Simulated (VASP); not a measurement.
A run of VASP 6.6.1 is set up as follows.

Contents of POSCAR:

```
MgO
1.0
    2.9728306116      0.0000000000      0.0000000000
    0.0000000000      4.2042173696      0.0000000000
    0.0000000000      0.0000000000     25.4049071407
Mg O
8 8
Direct
    0.5000000000      0.5000000000      0.3003857023
    0.0000000000      0.0000000000      0.3507781172
    0.5000000000      0.5000000000      0.4133389988
    0.0000000000      0.0000000000      0.4701206909
    0.5000000000      0.5000000000      0.5298793049
    0.0000000000      0.0000000000      0.5866609974
    0.5000000000      0.5000000000      0.6492218799
    0.0000000000      0.0000000000      0.6996142979
    0.5000000000      0.0000000000      0.2971275935
    0.0000000000      0.5000000000      0.3529949303
    0.5000000000      0.0000000000      0.4124767579
    0.0000000000      0.5000000000      0.4706487925
    0.5000000000      0.0000000000      0.5293512107
    0.0000000000      0.5000000000      0.5875232463
    0.5000000000      0.0000000000      0.6470050714
    0.0000000000      0.5000000000      0.7028724081
```

The input INCAR.step1:

```
PREC = Accurate
ENCUT = 520
ISMEAR = 0
SIGMA = 0.05
LREAL = Auto
LASPH = T
NELM = 60
LDIPOL = T
IDIPOL = 3
DIPOL = 0.5 0.5 0.500
NBANDS = 46
GGA = PE
ALGO = Normal
EDIFF = 1E-4
LWAVE = T
LCHARG = F
```

Contents of INCAR.step2:

```
PREC = Accurate
ENCUT = 520
EDIFF = 1E-6
ISMEAR = 0
SIGMA = 0.05
LREAL = Auto
LASPH = T
NELM = 60
ALGO = Normal
ISIF = 2
LWAVE = F
LCHARG = T
LDIPOL = T
IDIPOL = 3
DIPOL = 0.5 0.5 0.500
METAGGA = R2SCAN
LMIXTAU = T
LELF = T
LVHAR = T
LVACPOTAV = T
NBANDS = 46
ISTART = 1
```

Contents of KPOINTS:

```
regular mesh
0
Gamma
  9 6 1
```

Potentials or basis: VASP PAW PBE potentials, release 64 (Mg, O).

Launch:

```console
$ cat potpaw_PBE.64/Mg/POTCAR potpaw_PBE.64/O/POTCAR > POTCAR
$ cp INCAR.step1 INCAR
$ mpirun -np 1 vasp_std > vasp.out
$ cp INCAR.step2 INCAR
$ mpirun -np 1 vasp_std > vasp.out
```

Question: Predict the largest force.

Answer: 0.062 eV/Å.

Question: Estimate the band gap on the k mesh.

Answer: 2.70 eV.

Forces in eV/Å, atoms in the order of the input:
```
Mg   0.000  0.000  0.062
Mg   0.000  0.000  0.016
Mg   0.000  0.000 -0.019
Mg   0.000  0.000  0.007
Mg   0.000  0.000 -0.007
Mg   0.000  0.000  0.019
Mg   0.000  0.000 -0.016
Mg   0.000  0.000 -0.062
O    0.000  0.000 -0.004
O    0.000  0.000  0.004
O    0.000  0.000  0.008
O    0.000  0.000  0.005
O    0.000  0.000 -0.005
O    0.000  0.000 -0.008
O    0.000  0.000 -0.004
O    0.000  0.000  0.004
```

Caveat: the PAW data sets were made with another functional, which shifts forces and pressure a little.
